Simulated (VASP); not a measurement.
# CdF2 (Fm-3m) in VASP: a series of runs, part 2 of 2

VASP 6.6.1. The steps go on from the part before.

## Step 4: Electric field gradients, LDA

This run uses another cell than the first one, of 13.03 Å³/atom, 1.429 times its volume.

INCAR reads:

```
SYSTEM = CdF2
PREC = Accurate
ENCUT = 520
EDIFF = 1E-8
ISMEAR = -1
SIGMA = 0.03
LREAL = .FALSE.
LASPH = .TRUE.
NELM = 100
ALGO = Normal
ISIF = 2
LWAVE = .FALSE.
LCHARG = .FALSE.
LEFG = .TRUE.
NBANDS = 20
```

KPOINTS reads:

```
regular mesh
0
G
  9 9 9
  0 0 0
```

POSCAR reads:

```
CdF2
1.0
    0.0000000000      2.6940000000      2.6940000000
    2.6940000000      0.0000000000      2.6940000000
    2.6940000000      2.6940000000      0.0000000000
Cd F
1 2
Direct
    0.0000000000      0.0000000000      0.0000000000
    0.2500000000      0.2500000000      0.2500000000
    0.7500000000      0.7500000000      0.7500000000
```

Potentials or basis: VASP PAW LDA potentials, release 64 (Cd, F).

On the command line:

```
$ cat potpaw_LDA.64/Cd/POTCAR potpaw_LDA.64/F/POTCAR > POTCAR
$ mpirun -np 1 vasp_std > vasp.out
```

OUTCAR:

```text
SYSTEM = CdF2
   PREC = Accurate
   ENCUT = 520
   EDIFF = 1E-8
   ISMEAR = -1
   LREAL = .FALSE.
   LASPH = .TRUE.
   NELM = 100
   ISIF = 2

 ion  position               nearest neighbor table
   1  0.000  0.000  0.000-   3 2.33   3 2.33   3 2.33   2 2.33   3 2.33   2 2.33   2 2.33   2 2.33

   2  0.250  0.250  0.250-   1 2.33   1 2.33   1 2.33   1 2.33
   3  0.750  0.750  0.750-   1 2.33   1 2.33   1 2.33   1 2.33

  LATTYP: Found a face centered cubic cell.
 ALAT       =     5.3880000000

  Lattice vectors:

 A1 = (   0.0000000000,   2.6940000000,   2.6940000000)
 A2 = (   2.6940000000,   0.0000000000,   2.6940000000)
 A3 = (   2.6940000000,   2.6940000000,   0.0000000000)

Analysis of symmetry for initial positions (statically):
=====================================================================
 Subroutine PRICEL returns:
 Original cell was already a primitive cell.

 Routine SETGRP: Setting up the symmetry group for a
 face centered cubic supercell.

 Subroutine GETGRP returns: Found 48 space group operations
 (whereof 48 operations were pure point group operations)
 out of a pool of 48 trial point group operations.

The static configuration has the point symmetry O_h .

Analysis of symmetry for dynamics (positions and initial velocities):
=====================================================================
 Subroutine PRICEL returns:
 Original cell was already a primitive cell.

 Routine SETGRP: Setting up the symmetry group for a
 face centered cubic supercell.

 Subroutine GETGRP returns: Found 48 space group operations
 (whereof 48 operations were pure point group operations)
 out of a pool of 48 trial point group operations.

The dynamic configuration has the point symmetry O_h .

 Subroutine INISYM returns: Found 48 space group operations
 (whereof 48 operations are pure point group operations),
 and found     1 'primitive' translations

----------------------------------------------------------------------------------------

                                     Primitive cell

  volume of cell :      39.1041

  direct lattice vectors                    reciprocal lattice vectors
     0.000000000  2.694000000  2.694000000    -0.185597624  0.185597624  0.185597624
     2.694000000  0.000000000  2.694000000     0.185597624 -0.185597624  0.185597624
     2.694000000  2.694000000  0.000000000     0.185597624  0.185597624 -0.185597624

  length of vectors
     3.809891337  3.809891337  3.809891337     0.321464515  0.321464515  0.321464515

  position of ions in fractional coordinates (direct lattice)
     0.000000000  0.000000000  0.000000000
     0.250000000  0.250000000  0.250000000
     0.750000000  0.750000000  0.750000000

  ion indices of the primitive-cell ions
   primitive index   ion index
                 1           1
                 2           2
                 3           3

[... 73 lines left out ...]
   EDIFFG = 0.1E-06   stopping-criterion for IOM
   NSW    =      0    number of steps for IOM
   IBRION =     -1    ionic relax: 0-MD 1-quasi-New 2-CG
   NFREE  =      0    steps in history (QN), initial steepest desc. (CG)
   ISIF   =      2    stress and relaxation
   ISYM   =      2    0-nonsym 1-usesym 2-fastsym
   POTIM  = 0.5000    time-step for ionic-motion
   TEBEG  =    0.0;   TEEND  =   0.0 temperature during run
   PSTRESS=    0.0 pullay stress
   NELECT =      26.0000    total number of electrons
   NUPDOWN=      -1.0000    fix difference up-down
   EMIN   =  10.00;   EMAX   =-10.00  energy-range for DOS
   EFERMI =   0.00;   METHOD = LEGACY
   ISMEAR =    -1;   SIGMA  =   0.03  broadening in eV -4-tet -1-fermi 0-gaus
   EFERMI_NEDOS =   21; number of points for ismear=-14 and -15
   IALGO  =     38    algorithm
   IMIX   =      4    mixing-type and parameters
     AMIX     =   0.40;   BMIX     =  1.00
     AMIX_MAG =   1.60;   BMIX_MAG =  1.00
  volume/ion in A,a.u.               =      13.03        87.96
  Fermi-wavevector in a.u.,A,eV,Ry     =   1.428867  2.700166 27.778468  2.041660
  Thomas-Fermi vector in A             =   2.548882
   LORBIT       =      0    0 simple, 1 ext, 2 COOP (PROOUT), +10 PAW based schemes
   GGA     = CA    functional components
   LHFCALC =     F    Hartree Fock is set to
   AEXX    =    0.0000 exact exchange contribution
   IVDW    =     0    specifies the selected vdW correction
   LEPSILON=     F    determine dielectric tensor
   LRPA    =     F    only Hartree local field effects (RPA)
 non-spin polarized calculation
  energy-cutoff  :      520.00
  volume of cell :       39.10
 maximum number of plane-waves:      1067
   NGX = 15   NGY = 15   NGZ = 15

 number of electron      25.9999989 magnetization

 Free energy of the ion-electron system (eV)
  ---------------------------------------------------
  ext. energy  EPLUGINS =         0.00000000
  ---------------------------------------------------
  free energy    TOTEN  =       -12.71564473 eV

  energy without entropy =      -12.71564473  energy(sigma->0) =      -12.71564473

 E-fermi :  -0.9120     XC(G=0): -11.1271

 val. band max:       -1.6903967334   @ k =  -0.3333   0.4444   0.2222
 cond. band min:       1.1351619512   @ k =   0.0000   0.0000   0.0000
 fundamental gap:      2.8255586846
 Fermi energy:        -0.9120201532

 k-point     1 :       0.0000    0.0000    0.0000
  band No.  band energies     occupation
      1     -22.1083      2.00000
      2     -20.9264      2.00000
      3      -7.3035      2.00000
      4      -7.3035      2.00000
      5      -7.3035      2.00000
      6      -6.0228      2.00000
[... 541 lines left out ...]
     19      17.6106      0.00000
     20      19.3022      0.00000

 [... further k-points ...]
[... 5 lines left out ...]
  --------------------------------------------------------------------------------------
  -------------------------------------------------------------------------------------
  Total       -1.1543334     -1.1543334     -1.1543334     -0.0000000      0.0000000     -0.0000000
  in kB      -47.2954186    -47.2954186    -47.2954186     -0.0000000      0.0000000     -0.0000000
  external PRESSURE =     -47.2954186 kB  Pullay stress =       0.0000000 kB

 VOLUME and BASIS-vectors are now :
 -----------------------------------------------------------------------------
  energy-cutoff  :      520.00
  volume of cell :       39.10
      direct lattice vectors                 reciprocal lattice vectors
     0.000000000  2.694000000  2.694000000    -0.185597624  0.185597624  0.185597624
     2.694000000  0.000000000  2.694000000     0.185597624 -0.185597624  0.185597624
     2.694000000  2.694000000  0.000000000     0.185597624  0.185597624 -0.185597624

 POSITION                                       TOTAL-FORCE (eV/Angst)
 -----------------------------------------------------------------------------------
      0.00000      0.00000      0.00000         0.000000     -0.000000      0.000000
      1.34700      1.34700      1.34700        -0.000000     -0.000000     -0.000000
      4.04100      4.04100      4.04100         0.000000      0.000000      0.000000
 -----------------------------------------------------------------------------------
    total drift:                                0.000000      0.000000      0.000000

  FREE ENERGIE OF THE ION-ELECTRON SYSTEM (eV)
  ---------------------------------------------------
  free  energy   TOTEN  =       -12.7156447299 eV

  energy  without entropy=      -12.7156447299  energy(sigma->0) =      -12.71564473

 Electric field gradients (V/A^2)
---------------------------------------------------------------------
 ion       V_xx      V_yy      V_zz      V_xy      V_xz      V_yz
---------------------------------------------------------------------
   1       0.000    -0.000     0.000    -0.002    -0.002    -0.002
   2       0.000    -0.000    -0.000     0.008     0.008     0.008
   3       0.000    -0.000    -0.000     0.008     0.008     0.008
---------------------------------------------------------------------

 Electric field gradients after diagonalization (V/A^2)
 (convention: |V_zz| > |V_xx| > |V_yy|)
----------------------------------------------------------------------
 ion       V_xx      V_yy      V_zz     asymmetry (V_yy - V_xx)/ V_zz
----------------------------------------------------------------------
   1       0.002     0.002    -0.004       0.000
   2      -0.008    -0.008     0.017       0.000
   3      -0.008    -0.008     0.017       0.000
----------------------------------------------------------------------

           NMR quadrupolar parameters

 Cq : quadrupolar parameter    Cq=e*Q*V_zz/h
 eta: asymmetry parameters     (V_yy - V_xx)/ V_zz
 Q  : nuclear electric quadrupole moment in mb (millibarn)
----------------------------------------------------------------------
 ion       Cq(MHz)       eta       Q (mb)
----------------------------------------------------------------------
   1      -0.000       0.000       1.000
   2       0.000       0.000       1.000
   3       0.000       0.000       1.000
----------------------------------------------------------------------
```

It took 48 s on 1 thread of AMD EPYC 7R13, shared host; peak memory 0.12 GiB.

Results:

| Property | Result |
| --- | --- |
| Free energy | -12.7156 eV |
| Pressure | -4.7 GPa |
| Band gap on the k mesh | 2.83 eV, indirect (least direct gap 3.28 eV) |

Levels at points of the mesh, in eV from the valence-band top:
| k point | band 10 | band 11 | band 12 | band 13 | band 14 | band 15 | band 16 | band 17 |
| --- | --- | --- | --- | --- | --- | --- | --- | --- |
| (0.00, 0.00, 0.00) | -0.98 | -0.45 | -0.45 | -0.45 | 2.83 | 12.34 | 12.34 | 12.34 |

Caveat: without QUAD_EFG the Cq values of the log hold for a quadrupole moment of 1 mb, not for the nuclei.

## Step 5: Electric field gradients, LDA

This run uses another cell than the first one, of 13.03 Å³/atom, 1.429 times its volume.

INCAR reads:

```
PREC     = Accurate       # precision mode
ENCUT    = 520            # plane-wave cutoff, eV
EDIFF    = 1E-8           # SCF threshold, eV
ISMEAR   = -1             # smearing method
SIGMA    = 0.03           # smearing width, eV
LREAL    = False          # projectors in reciprocal space
LASPH    = True           # aspherical terms in the spheres
NELM     = 60             # most SCF steps
ALGO     = Normal         # electronic algorithm
ISIF     = 2              # what is computed and relaxed
LWAVE    = False          # write WAVECAR
LCHARG   = False          # write CHGCAR
LEFG     = True         
NBANDS   = 20             # bands
```

KPOINTS reads:

```
regular mesh
0
Gamma
  9 9 9
```

POSCAR is that of step 4.

Potentials or basis: VASP PAW LDA potentials, release 64 (Cd, F).

On the command line:

```
$ cat potpaw_LDA.64/Cd/POTCAR potpaw_LDA.64/F/POTCAR > POTCAR
$ mpirun -np 1 vasp_std > vasp.out
```

OUTCAR:

```text
PREC = Accurate
   ENCUT = 520
   EDIFF = 1E-8
   ISMEAR = -1
   LREAL = False
   LASPH = True
   NELM = 60
   ISIF = 2

 ion  position               nearest neighbor table
   1  0.000  0.000  0.000-   3 2.33   3 2.33   3 2.33   2 2.33   3 2.33   2 2.33   2 2.33   2 2.33

   2  0.250  0.250  0.250-   1 2.33   1 2.33   1 2.33   1 2.33
   3  0.750  0.750  0.750-   1 2.33   1 2.33   1 2.33   1 2.33

  LATTYP: Found a face centered cubic cell.
 ALAT       =     5.3880000000

  Lattice vectors:

 A1 = (   0.0000000000,   2.6940000000,   2.6940000000)
 A2 = (   2.6940000000,   0.0000000000,   2.6940000000)
 A3 = (   2.6940000000,   2.6940000000,   0.0000000000)

Analysis of symmetry for initial positions (statically):
=====================================================================
 Subroutine PRICEL returns:
 Original cell was already a primitive cell.

 Routine SETGRP: Setting up the symmetry group for a
 face centered cubic supercell.

 Subroutine GETGRP returns: Found 48 space group operations
 (whereof 48 operations were pure point group operations)
 out of a pool of 48 trial point group operations.

The static configuration has the point symmetry O_h .

Analysis of symmetry for dynamics (positions and initial velocities):
=====================================================================
 Subroutine PRICEL returns:
 Original cell was already a primitive cell.

 Routine SETGRP: Setting up the symmetry group for a
 face centered cubic supercell.

 Subroutine GETGRP returns: Found 48 space group operations
 (whereof 48 operations were pure point group operations)
[... 156 lines left out ...]
 Fermi energy:        -0.9120201532

 k-point     1 :       0.0000    0.0000    0.0000
  band No.  band energies     occupation
      1     -22.1083      2.00000
      2     -20.9264      2.00000
      3      -7.3035      2.00000
      4      -7.3035      2.00000
      5      -7.3035      2.00000
      6      -6.0228      2.00000
[... 541 lines left out ...]
     19      17.6106      0.00000
     20      19.3022      0.00000

 [... further k-points ...]
[... 5 lines left out ...]
  --------------------------------------------------------------------------------------
  -------------------------------------------------------------------------------------
  Total       -1.1543334     -1.1543334     -1.1543334     -0.0000000      0.0000000     -0.0000000
  in kB      -47.2954186    -47.2954186    -47.2954186     -0.0000000      0.0000000     -0.0000000
  external PRESSURE =     -47.2954186 kB  Pullay stress =       0.0000000 kB

 VOLUME and BASIS-vectors are now :
 -----------------------------------------------------------------------------
  energy-cutoff  :      520.00
  volume of cell :       39.10
      direct lattice vectors                 reciprocal lattice vectors
     0.000000000  2.694000000  2.694000000    -0.185597624  0.185597624  0.185597624
     2.694000000  0.000000000  2.694000000     0.185597624 -0.185597624  0.185597624
     2.694000000  2.694000000  0.000000000     0.185597624  0.185597624 -0.185597624

 POSITION                                       TOTAL-FORCE (eV/Angst)
 -----------------------------------------------------------------------------------
      0.00000      0.00000      0.00000         0.000000     -0.000000      0.000000
      1.34700      1.34700      1.34700        -0.000000     -0.000000     -0.000000
      4.04100      4.04100      4.04100         0.000000      0.000000      0.000000
 -----------------------------------------------------------------------------------
    total drift:                                0.000000      0.000000      0.000000

  FREE ENERGIE OF THE ION-ELECTRON SYSTEM (eV)
  ---------------------------------------------------
  free  energy   TOTEN  =       -12.7156447299 eV

  energy  without entropy=      -12.7156447299  energy(sigma->0) =      -12.71564473

 Electric field gradients (V/A^2)
---------------------------------------------------------------------
 ion       V_xx      V_yy      V_zz      V_xy      V_xz      V_yz
---------------------------------------------------------------------
   1       0.000    -0.000     0.000    -0.002    -0.002    -0.002
   2       0.000    -0.000    -0.000     0.008     0.008     0.008
   3       0.000    -0.000    -0.000     0.008     0.008     0.008
---------------------------------------------------------------------

 Electric field gradients after diagonalization (V/A^2)
 (convention: |V_zz| > |V_xx| > |V_yy|)
----------------------------------------------------------------------
 ion       V_xx      V_yy      V_zz     asymmetry (V_yy - V_xx)/ V_zz
----------------------------------------------------------------------
   1       0.002     0.002    -0.004       0.000
   2      -0.008    -0.008     0.017       0.000
   3      -0.008    -0.008     0.017       0.000
----------------------------------------------------------------------

           NMR quadrupolar parameters

 Cq : quadrupolar parameter    Cq=e*Q*V_zz/h
 eta: asymmetry parameters     (V_yy - V_xx)/ V_zz
 Q  : nuclear electric quadrupole moment in mb (millibarn)
----------------------------------------------------------------------
 ion       Cq(MHz)       eta       Q (mb)
----------------------------------------------------------------------
   1      -0.000       0.000       1.000
   2       0.000       0.000       1.000
   3       0.000       0.000       1.000
----------------------------------------------------------------------
```

OSZICAR:

```text
N       E                     dE             d eps       ncg     rms          rms(c)
DAV:   1     0.196760220481E+03    0.19676E+03   -0.15495E+04  1440   0.132E+03
DAV:   2    -0.570282783361E+01   -0.20246E+03   -0.19476E+03  1528   0.343E+02
DAV:   3    -0.142438763514E+02   -0.85410E+01   -0.85195E+01  1588   0.773E+01
DAV:   4    -0.142821062344E+02   -0.38230E-01   -0.38227E-01  1504   0.528E+00
DAV:   5    -0.142822462731E+02   -0.14004E-03   -0.14004E-03  1596   0.289E-01    0.991E+00
DAV:   6    -0.127408142821E+02    0.15414E+01   -0.35221E+00  1812   0.359E+01    0.752E+00
DAV:   7    -0.127516992307E+02   -0.10885E-01   -0.72080E-01  1448   0.773E+00    0.427E+00
DAV:   8    -0.127246493854E+02    0.27050E-01   -0.14702E-01  1496   0.338E+00    0.719E-01
DAV:   9    -0.127153688220E+02    0.92806E-02   -0.29699E-02  1768   0.214E+00    0.950E-02
DAV:  10    -0.127156255284E+02   -0.25671E-03   -0.26934E-03  1468   0.531E-01    0.749E-02
DAV:  11    -0.127156501611E+02   -0.24633E-04   -0.96399E-05  1604   0.137E-01    0.356E-02
DAV:  12    -0.127156444860E+02    0.56751E-05   -0.37282E-05  1460   0.568E-02    0.117E-02
DAV:  13    -0.127156447347E+02   -0.24869E-06   -0.24682E-06  1560   0.158E-02    0.149E-03
DAV:  14    -0.127156447299E+02    0.48381E-08   -0.36654E-08  1552   0.200E-03
   1 F= -.12715645E+02 E0= -.12715645E+02  d E =-.538200E-12
```

stdout:

```text
POSCAR found type information on POSCAR CdF
 POSCAR found :  2 types and       3 ions
 scaLAPACK will be used
 LDA part: xc-table for (Slater(with rela. corr.)+CA(PZ))
 , standard interpolation
 POSCAR, INCAR and KPOINTS ok, starting setup
 FFT: planning ... GRIDC
 FFT: planning ... GRID_SOFT
 FFT: planning ... GRID
 WAVECAR not read
 entering main loop
ion   1

ion   2

ion   3
```

Wall time 55 s (1 thread of AMD EPYC 7R13, shared host); peak memory 0.12 GiB.

What came out:

```
Free energy            : -12.7156 eV
Pressure               : -4.7 GPa
Band gap on the k mesh : 2.83 eV, indirect (least direct gap 3.28 eV)
```

Levels at points of the mesh, in eV from the valence-band top:
| k point | band 9 | band 10 | band 11 | band 12 | band 13 | band 14 | band 15 | band 16 | band 17 | band 18 |
| --- | --- | --- | --- | --- | --- | --- | --- | --- | --- | --- |
| (0.00, 0.00, 0.00) | -0.98 | -0.98 | -0.45 | -0.45 | -0.45 | 2.83 | 12.34 | 12.34 | 12.34 | 17.15 |

Caveat: without QUAD_EFG the Cq values of the log hold for a quadrupole moment of 1 mb, not for the nuclei.

## Step 6: Overview

```csv
cell,gap on the mesh (eV),pressure (GPa)
"a = 3.383 Å, angles 60.0°, 3 atoms",3.96,87.1
"a = 3.609 Å, angles 60.0°, 3 atoms",3.41,20.9
"a = 3.810 Å, angles 60.0°, 3 atoms",2.83,-4.7
```

Alike in all rows: task electric field gradients; level LDA; potentials or basis VASP PAW LDA potentials, release 64 (Cd, F); no spin polarisation; k mesh 9 × 9 × 9; cutoff (eV) 520; smearing fermi-dirac 0.03 eV.

Total energies depend on the potentials used, so only differences within one code and one set of settings carry meaning.
